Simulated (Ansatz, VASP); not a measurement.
## One calculation of LiF, two programs

Contents of POSCAR:

```
LiF
1.0
    0.0000000000      1.7943603458      2.5372255290
    1.7943603458      0.0000000000      2.5372255290
    1.7943603458      1.7943603458      0.0000000000
Li F
1 1
Direct
    0.0000000000      0.0000000000      0.0000000000
    0.5000000000      0.5000000000      0.5000000000
```

INCAR.step1

```
PREC = Accurate
ENCUT = 520
ISMEAR = 0
SIGMA = 0.05
LREAL = F
LASPH = T
NELM = 60
NBANDS = 12
GGA = PE
ALGO = Normal
EDIFF = 1E-4
LWAVE = T
LCHARG = F
```

INCAR.step2

```
PREC = Accurate
ENCUT = 520
EDIFF = 1E-6
ISMEAR = 0
SIGMA = 0.05
LREAL = F
LASPH = T
NELM = 60
ALGO = Normal
ISIF = 2
LWAVE = F
LCHARG = F
METAGGA = R2SCAN
LMIXTAU = T
NBANDS = 12
ISTART = 1
```

Contents of KPOINTS:

```
regular mesh
0
Gamma
  12 12 12
```

Input for Ansatz:

```yaml
crystal:
  lattice:
    - [0.0, 1.7943603458, 2.537225529]
    - [1.7943603458, 0.0, 2.537225529]
    - [1.7943603458, 1.7943603458, 0.0]
  atoms:
    - { symbol: Li, position: [0.0, 0.0, 0.0] }
    - { symbol: F, position: [0.5, 0.5, 0.5] }
basis:
  ecutwfc: 500
kpoints:
  mp_grid: { grid: [12, 12, 12] }
hamiltonian:
  xc: r2scan
scf:
  occupations: { method: gaussian, width: 0.05 }
output:
  forces: true
  stress: true
  eigenvalues: true
```

Alike in both runs: task single point; functional r2SCAN; k mesh 12 × 12 × 12; occupations gaussian, width 0.05 eV; no spin polarisation.

|  | VASP | Ansatz |
| --- | --- | --- |
| version | VASP 6.6.1 | Ansatz 0.2.0 |
| potentials or method | VASP PAW PBE potentials, release 64 (Li_sv, F), cutoff 520 eV | scalar-relativistic, plane waves, PAW |
| valence electrons in the cell | 10 | 10 |

Ansatz gave:

```
gap on the k mesh at the Fermi level (eV) : 9.20
least direct gap on the mesh (eV)         : 9.52
```

Task: Which values does VASP return?

Result: gap on the k mesh at the Fermi level (eV): 9.24; least direct gap on the mesh (eV): 9.56.

VASP's potentials were made for PBE, not for r2SCAN.

Noted on VASP's run: the cutoff is short for stress, so the pressure is rough.
